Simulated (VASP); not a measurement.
Write the native input for VASP 6.6.1 that does the following.

```
Task                   : single point
Functional             : PBE
Potentials or basis    : VASP PAW PBE potentials, release 64 (Ti_sv, C)
Cutoff                 : 520 eV
k mesh                 : 18 × 18 × 18
Occupations            : fermi-dirac, width 0.05 eV
Spin                   : no spin polarisation
Dipole correction      : no
Further INCAR settings : ALGO = Normal; EDIFF = 1e-06; NBANDS = 15
```

The structure of TiC lies in POSCAR:

```
TiC
1.0
    0.0000000000      2.1640000000      2.1856400000
    2.1640000000      0.0000000000      2.1856400000
    2.1640000000      2.1640000000      0.0000000000
Ti C
1 1
Direct
    0.0000000000      0.0000000000      0.0000000000
    0.5000000000      0.5000000000      0.5000000000
```

This cell differs from its parent crystal: z stretched by +1 %, then relaxed in part.

These files were run (other wordings do the same):

INCAR

```
SYSTEM = TiC
PREC = Accurate
ENCUT = 520
EDIFF = 1E-6
ISMEAR = -1
SIGMA = 0.05
LREAL = .False.
LASPH = .True.
NELM = 100
ALGO = Normal
ISIF = 2
LWAVE = .False.
LCHARG = .True.
GGA = PE
LELF = .True.
LVHAR = .True.
NBANDS = 15
```

KPOINTS

```
Automatic mesh
0
Gamma
  18 18 18
  0 0 0
```

Potentials or basis: VASP PAW PBE potentials, release 64 (Ti_sv, C).

Run with:

```sh
$ cat potpaw_PBE.64/Ti_sv/POTCAR potpaw_PBE.64/C/POTCAR > POTCAR
$ mpirun -np 1 vasp_std > vasp.out
```

Results of the run:

* Pressure: -1.4 GPa
* Band gap on the k mesh: zero (bands 8 and 9 overlap by 1.15 eV)

Caveat: the cell differs from its parent crystal (z stretched by +1 %, then relaxed in part).

Wall time 70 s on 1 thread of Intel(R) Xeon(R) Platinum 8488C (Sapphire Rapids) (shared host), peak memory 0.26 GiB.
